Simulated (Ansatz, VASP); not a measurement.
**One calculation of Sb, two programs**

Contents of INCAR:

```
SYSTEM = Sb
PREC = Accurate
ENCUT = 520
EDIFF = 1E-6
ISMEAR = -1
SIGMA = 0.1
LREAL = .FALSE.
LASPH = .TRUE.
NELM = 80
ALGO = Normal
ISIF = 2
LWAVE = .FALSE.
LCHARG = .TRUE.
GGA = CA
LELF = .TRUE.
LVHAR = .TRUE.
NBANDS = 12
```

KPOINTS

```
Automatic mesh
0
G
  13 13 9
  0 0 0
```

File POSCAR:

```
Sb
1.0
   -3.0209306407      3.0228868247      1.6138953384
    3.0228868247     -3.0209306407      1.6138953384
    3.0564189140      3.0564189140     -1.6103125838
Sb
2
Direct
    0.9999743445      0.0000256555      0.0000000000
    0.7500256555      0.2499743445      0.5000000000
```

Input for Ansatz:

```yaml
crystal:
  lattice:
    - [-3.0209306407, 3.0228868247, 1.6138953384]
    - [3.0228868247, -3.0209306407, 1.6138953384]
    - [3.056418914, 3.056418914, -1.6103125838]
  atoms:
    - { symbol: Sb, position: [0.9999743445, 2.56555e-05, 0.0] }
    - { symbol: Sb, position: [0.7500256555, 0.2499743445, 0.5] }
hamiltonian:
  xc: lda
  pseudopotentials:
    kind: paw
    azcp:
      Sb: "pseudopotentials/Sb.paw.azcp"
basis:
  ecutwfc: 420
  fft_grid_basis: typed
kpoints:
  mp_grid: { grid: [13, 13, 9], shift: [0, 0, 0] }
magnetization:
  spin_polarized: false
scf:
  occupations: { method: fermi_dirac, width: 0.1 }
  lower_state_search: "off"
output:
  stress: true
```

Alike in both runs: task single point; functional LDA; k mesh 13 × 13 × 9; occupations fermi-dirac, width 0.1 eV; no spin polarisation.

|  | VASP | Ansatz |
| --- | --- | --- |
| version | VASP 6.6.1 | Ansatz 0.2.0 |
| potentials or method | VASP PAW LDA potentials, release 64 (Sb), cutoff 520 eV | plane waves (420 eV) with PAW, scalar-relativistic |
| valence electrons in the cell | 10 | 30 |

VASP gave:

* pressure (GPa): -4.1
* traceless stress, the component that is largest in VASP (GPa): -0.47

Problem. What did Ansatz give for the same quantities?

Solution. Pressure (GPa): -4.2; traceless stress, the component that is largest in VASP (GPa): -0.46.

Ansatz warns that its potentials were made for another functional, while VASP's fit it. LDA's correlation is that of Perdew and Zunger in VASP and of Perdew and Wang (1992) in Ansatz. VASP's potentials hold 10 valence electrons a cell and Ansatz's 30, so a difference there can come from the potentials and not from the codes.

Neither program's run includes spin-orbit coupling.
